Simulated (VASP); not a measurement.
# HfN in VASP: notebook, part 3 of 3

VASP 6.6.1. Earlier steps stand in the parts before.

### Step 4. Electric field gradients, PBE (equal xy, yz and zx shear strains of -3 %)

INCAR

```
SYSTEM = HfN
PREC = Accurate ; ENCUT = 520
EDIFF = 1E-8 ; ISMEAR = -1
SIGMA = 0.03 ; LREAL = .False.
LASPH = .True. ; NELM = 100
ALGO = Normal ; ISIF = 2
LWAVE = .False. ; LCHARG = .False.
GGA = PE ; LEFG = .True.
NBANDS = 14
```

KPOINTS

```
Automatic mesh
0
Gamma
  10 10 10
  0 0 0
```

POSCAR

```
HfN
1.0
   -0.0677700000      2.2251150000      2.2251150000
    2.2251150000     -0.0677700000      2.2251150000
    2.2251150000      2.2251150000     -0.0677700000
Hf N
1 1
Direct
    0.0000000000      0.0000000000      0.0000000000
    0.5000000000      0.5000000000      0.5000000000
```

Potentials or basis: VASP PAW PBE potentials, release 64 (Hf_pv, N).

Launch:

```sh
$ cat potpaw_PBE.64/Hf_pv/POTCAR potpaw_PBE.64/N/POTCAR > POTCAR
$ mpirun -np 1 vasp_std > vasp.out
```

OUTCAR:

```text
SYSTEM = HfN
   PREC = Accurate
   ENCUT = 520
   EDIFF = 1E-8
   ISMEAR = -1
   LREAL = .False.
   LASPH = .True.
   NELM = 100
   ISIF = 2
   GGA = PE

 ion  position               nearest neighbor table
   1  0.000  0.000  0.000-   2 2.26   2 2.26   2 2.26   2 2.26   2 2.26   2 2.26
   2  0.500  0.500  0.500-   1 2.26   1 2.26   1 2.26   1 2.26   1 2.26   1 2.26

  LATTYP: Found a trigonal (rhomboedric) cell.
 ALAT       =     3.1475174820
 COS(alpha) =     0.4693254694

  Lattice vectors:

 A1 = (  -0.0677700000,   2.2251150000,   2.2251150000)
 A2 = (   2.2251150000,  -0.0677700000,   2.2251150000)
 A3 = (   2.2251150000,   2.2251150000,  -0.0677700000)

Analysis of symmetry for initial positions (statically):
=====================================================================
 Subroutine PRICEL returns:
 Original cell was already a primitive cell.

 Routine SETGRP: Setting up the symmetry group for a
 trigonal (rhombohedral) supercell.

 Subroutine GETGRP returns: Found 12 space group operations
 (whereof 12 operations were pure point group operations)
 out of a pool of 12 trial point group operations.

The static configuration has the point symmetry D_3d.

Analysis of symmetry for dynamics (positions and initial velocities):
=====================================================================
 Subroutine PRICEL returns:
 Original cell was already a primitive cell.

 Routine SETGRP: Setting up the symmetry group for a
 trigonal (rhombohedral) supercell.

 Subroutine GETGRP returns: Found 12 space group operations
 (whereof 12 operations were pure point group operations)
 out of a pool of 12 trial point group operations.

The dynamic configuration has the point symmetry D_3d.

 Subroutine INISYM returns: Found 12 space group operations
 (whereof 12 operations are pure point group operations),
 and found     1 'primitive' translations

----------------------------------------------------------------------------------------

                                     Primitive cell

  volume of cell :      23.0400

  direct lattice vectors                    reciprocal lattice vectors
    -0.067770000  2.225115000  2.225115000    -0.214693734  0.221438039  0.221438039
     2.225115000 -0.067770000  2.225115000     0.221438039 -0.214693734  0.221438039
     2.225115000  2.225115000 -0.067770000     0.221438039  0.221438039 -0.214693734

  length of vectors
     3.147517482  3.147517482  3.147517482     0.379688043  0.379688043  0.379688043

  position of ions in fractional coordinates (direct lattice)
     0.000000000  0.000000000  0.000000000
     0.500000000  0.500000000  0.500000000

  ion indices of the primitive-cell ions
   primitive index   ion index
                 1           1
                 2           2

----------------------------------------------------------------------------------------

 KPOINTS: Automatic mesh

Automatic generation of k-mesh.
 Grid dimensions read from file:
[... 78 lines left out ...]
   EMIN   =  10.00;   EMAX   =-10.00  energy-range for DOS
   EFERMI =   0.00;   METHOD = LEGACY
   ISMEAR =    -1;   SIGMA  =   0.03  broadening in eV -4-tet -1-fermi 0-gaus
   EFERMI_NEDOS =   21; number of points for ismear=-14 and -15
   IALGO  =     38    algorithm
   IMIX   =      4    mixing-type and parameters
     AMIX     =   0.40;   BMIX     =  1.00
     AMIX_MAG =   1.60;   BMIX_MAG =  1.00
  volume/ion in A,a.u.               =      11.52        77.74
  Fermi-wavevector in a.u.,A,eV,Ry     =   1.418876  2.681287 27.391369  2.013209
  Thomas-Fermi vector in A             =   2.539955
   LORBIT       =      0    0 simple, 1 ext, 2 COOP (PROOUT), +10 PAW based schemes
   GGA     = PE    functional components
   LHFCALC =     F    Hartree Fock is set to
   AEXX    =    0.0000 exact exchange contribution
   IVDW    =     0    specifies the selected vdW correction
   LEPSILON=     F    determine dielectric tensor
   LRPA    =     F    only Hartree local field effects (RPA)
 non-spin polarized calculation
  energy-cutoff  :      520.00
  volume of cell :       23.04
 maximum number of plane-waves:       632
   NGX = 11   NGY = 11   NGZ = 11

 number of electron      15.0000001 magnetization

 Free energy of the ion-electron system (eV)
  ---------------------------------------------------
  ext. energy  EPLUGINS =         0.00000000
  ---------------------------------------------------
  free energy    TOTEN  =       -21.72633225 eV

  energy without entropy =      -21.72421130  energy(sigma->0) =      -21.72527178

 E-fermi :   8.4252     XC(G=0): -12.7361

 val. band max:        8.4226001587   @ k =   0.2000   0.1000   0.1000
 cond. band min:       8.4324441535   @ k =   0.1000   0.1000   0.1000
 fundamental gap:      0.0098439948
 Fermi energy:         8.4252438193

 k-point     1 :       0.0000    0.0000    0.0000
  band No.  band energies     occupation
      1     -22.7752      2.00000
      2     -22.7752      2.00000
      3     -22.7245      2.00000
      4      -9.1212      2.00000
      5       5.2946      2.00000
      6       5.2946      2.00000
      7       5.5243      2.00000
      8       7.7874      2.00000
      9       7.7874      2.00000
     10       8.4377      0.79517
     11      10.3104      0.00000
     12      10.3963      0.00000
     13      10.3963      0.00000
     14      17.9881      0.00000
[... 377 lines left out ...]
      1     -23.4418      2.00000
      2     -23.0454      2.00000
      3     -22.9612      2.00000
      4      -7.7230      2.00000
      5       1.7778      2.00000
      6       3.7121      2.00000
      7       4.3973      2.00000
      8       5.8759      2.00000
      9      12.4546      0.00000
     10      12.8741      0.00000
     11      13.0871      0.00000
     12      13.3093      0.00000
     13      17.5210      0.00000
     14      19.7180      0.00000

 [... further k-points ...]
[... 5 lines left out ...]
  --------------------------------------------------------------------------------------
  -------------------------------------------------------------------------------------
  Total        0.4662020      0.4662020      0.4662020      0.5390387      0.5390387      0.5390387
  in kB       32.4191940     32.4191940     32.4191940     37.4841830     37.4841830     37.4841830
  external PRESSURE =      32.4191940 kB  Pullay stress =       0.0000000 kB

 VOLUME and BASIS-vectors are now :
 -----------------------------------------------------------------------------
  energy-cutoff  :      520.00
  volume of cell :       23.04
      direct lattice vectors                 reciprocal lattice vectors
    -0.067770000  2.225115000  2.225115000    -0.214693734  0.221438039  0.221438039
     2.225115000 -0.067770000  2.225115000     0.221438039 -0.214693734  0.221438039
     2.225115000  2.225115000 -0.067770000     0.221438039  0.221438039 -0.214693734

 POSITION                                       TOTAL-FORCE (eV/Angst)
 -----------------------------------------------------------------------------------
      0.00000      0.00000      0.00000         0.000000     -0.000000      0.000000
      2.19123      2.19123      2.19123        -0.000000      0.000000     -0.000000
 -----------------------------------------------------------------------------------
    total drift:                                0.000000     -0.000000     -0.000000

  FREE ENERGIE OF THE ION-ELECTRON SYSTEM (eV)
  ---------------------------------------------------
  free  energy   TOTEN  =       -21.7263322543 eV

  energy  without entropy=      -21.7242113011  energy(sigma->0) =      -21.72527178

 Electric field gradients (V/A^2)
---------------------------------------------------------------------
 ion       V_xx      V_yy      V_zz      V_xy      V_xz      V_yz
---------------------------------------------------------------------
   1       0.000    -0.000     0.000    10.763    10.763    10.763
   2      -0.000    -0.000     0.000    -1.848    -1.848    -1.848
---------------------------------------------------------------------

 Electric field gradients after diagonalization (V/A^2)
 (convention: |V_zz| > |V_xx| > |V_yy|)
----------------------------------------------------------------------
 ion       V_xx      V_yy      V_zz     asymmetry (V_yy - V_xx)/ V_zz
----------------------------------------------------------------------
   1     -10.763   -10.763    21.525       0.000
   2       1.848     1.848    -3.696       0.000
----------------------------------------------------------------------

           NMR quadrupolar parameters

 Cq : quadrupolar parameter    Cq=e*Q*V_zz/h
 eta: asymmetry parameters     (V_yy - V_xx)/ V_zz
 Q  : nuclear electric quadrupole moment in mb (millibarn)
----------------------------------------------------------------------
 ion       Cq(MHz)       eta       Q (mb)
----------------------------------------------------------------------
   1       0.052       0.000       1.000
   2      -0.009       0.000       1.000
----------------------------------------------------------------------
```

OSZICAR:

```text
N       E                     dE             d eps       ncg     rms          rms(c)
DAV:   1     0.373964521964E+02    0.37396E+02   -0.77961E+03  3248   0.101E+03
DAV:   2    -0.228117787571E+02   -0.60208E+02   -0.56287E+02  4296   0.234E+02
DAV:   3    -0.247204067808E+02   -0.19086E+01   -0.19028E+01  3668   0.346E+01
DAV:   4    -0.247273320716E+02   -0.69253E-02   -0.69181E-02  3984   0.243E+00
DAV:   5    -0.247273752997E+02   -0.43228E-04   -0.43226E-04  3706   0.164E-01    0.490E+01
DAV:   6    -0.218322403387E+02    0.28951E+01   -0.82643E+00  3602   0.221E+01    0.417E+01
DAV:   7    -0.217536621920E+02    0.78578E-01   -0.45883E-01  4124   0.603E+00    0.266E+01
DAV:   8    -0.217320049614E+02    0.21657E-01   -0.10722E-01  3824   0.283E+00    0.604E+00
DAV:   9    -0.217264373051E+02    0.55677E-02   -0.15040E-02  3668   0.992E-01    0.193E+00
DAV:  10    -0.217263628652E+02    0.74440E-04   -0.10166E-03  4240   0.306E-01    0.417E-01
DAV:  11    -0.217263341422E+02    0.28723E-04   -0.67163E-05  3938   0.814E-02    0.978E-02
DAV:  12    -0.217263324532E+02    0.16890E-05   -0.72163E-06  4310   0.229E-02    0.112E-02
DAV:  13    -0.217263322872E+02    0.16600E-06   -0.17957E-07  3632   0.436E-03    0.382E-03
DAV:  14    -0.217263322109E+02    0.76290E-07   -0.16369E-08  4236   0.114E-03    0.294E-03
DAV:  15    -0.217263322500E+02   -0.39076E-07   -0.26395E-09  2206   0.484E-04    0.791E-05
DAV:  16    -0.217263322543E+02   -0.43538E-08   -0.42424E-10  1942   0.195E-04
   1 F= -.21726332E+02 E0= -.21725272E+02  d E =-.212095E-02
```

Run time: 13 s. Hardware: 1 thread of Intel Xeon 6975P-C (Granite Rapids), shared host; peak memory 0.16 GiB.

Results:

* Free energy: -21.7263 eV
* Pressure: 3.2 GPa

Electric field gradients, principal values (V/Å²):
```
atom    least   middle  greatest (by size)
1 Hf  -10.763  -10.763              21.525
 2 N    1.848    1.848              -3.696
```

Caveat: the cell differs from its parent crystal (equal xy, yz and zx shear strains of -3 %); without QUAD_EFG the Cq values of the log hold for a quadrupole moment of 1 mb, not for the nuclei; spin-orbit coupling is left out, which moves the levels of the heavy elements.
